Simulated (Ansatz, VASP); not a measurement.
## Two plane-wave programs on Bi

```
Bi
1.0
     4.41900    0.00000    0.00000
    -2.20950    3.82697    0.00000
     0.00000    0.00000   28.00000
Bi
2
Cartesian
  0.0000 2.5513 14.7395
  2.2095 1.2757 13.2605
```

Alike in both runs: task single point; functional PBE; k mesh 9 × 9 × 1; occupations gaussian, width 0.02 eV; no spin polarisation.

|  | VASP | Ansatz |
| --- | --- | --- |
| version | VASP 6.6.1 | Ansatz 0.2.0 |
| potentials or method | VASP PAW PBE potentials, release 64 (Bi_d), cutoff 520 eV | scalar-relativistic, plane waves, PAW |
| valence electrons in the cell | 30 | 30 |

|  | VASP | Ansatz | Ansatz less VASP |
| --- | --- | --- | --- |
| gap on the k mesh at the Fermi level (eV) | 0.13 | 0.16 | +0.036 |
| least direct gap on the mesh (eV) | 0.13 | 0.16 | +0.036 |
| rms of the force components (eV/Å) | 0.986 | 0.971 | -0.0149 |

Atom by atom the forces differ by 0.015 eV/Å (rms over components). With one functional, cell and mesh, what is left measures potentials, basis and numerics.

Spin-orbit coupling is off throughout.
